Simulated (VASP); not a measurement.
Te3O2:

```
Te O
1.0
     3.63802    2.10041    2.59322
    -3.63802    2.10041    2.59322
     0.00000   -4.20082    2.59322
Te O
3 2
Direct
  0.00000 0.50000 0.00000
  0.00000 0.00000 0.50000
  0.50000 0.00000 0.00000
  0.75348 0.75348 0.75348
  0.24652 0.24652 0.24652
```

The cell was generated, and may not be a known phase.

```yaml
Program: VASP 6.6.1
Task: relaxation of cell and atoms
Functional: PBE
Potentials_or_basis: VASP PAW PBE potentials, release 64 (Te, O)
Cutoff: 600 eV
k_mesh: 6 × 6 × 6
Occupations: gaussian, width 0.1 eV
Spin: no spin polarisation
```

At the start: pressure -0.6 GPa; volume 23.78 Å³/atom.

Problem. Where does the relaxation end?

Solution. Over 6 steps the energy falls by 5.8 meV/atom and the volume is 23.28 Å³/atom (-2.1 %); space group R-3m (No. 166, to 0.1 Å) before and after.

The path:
| step | energy change (eV) | largest force (eV/Å) | pressure (GPa) | volume (Å³) |
| --- | --- | --- | --- | --- |
| 1 | 0.0000 | 0.0462 | -0.61 | 118.89 |
| 2 | -0.0186 | 0.0115 | -0.03 | 117.34 |
| 3 | -0.0254 | 0.0193 | 0.55 | 115.94 |
| 4 | -0.0256 | 0.0261 | 0.63 | 115.66 |
| 5 | -0.0274 | 0.0773 | -0.46 | 116.90 |
| 6 | -0.0288 | 0.0371 | -0.01 | 116.40 |

Final structure:
```
Te O
1.0
     3.66341    2.11507    2.50371
    -3.66341    2.11507    2.50371
     0.00000   -4.23014    2.50371
Te O
3 2
Direct
  0.00000 0.50000 0.00000
  0.00000 0.00000 0.50000
  0.50000 0.00000 0.00000
  0.75403 0.75403 0.75403
  0.24597 0.24597 0.24597
```
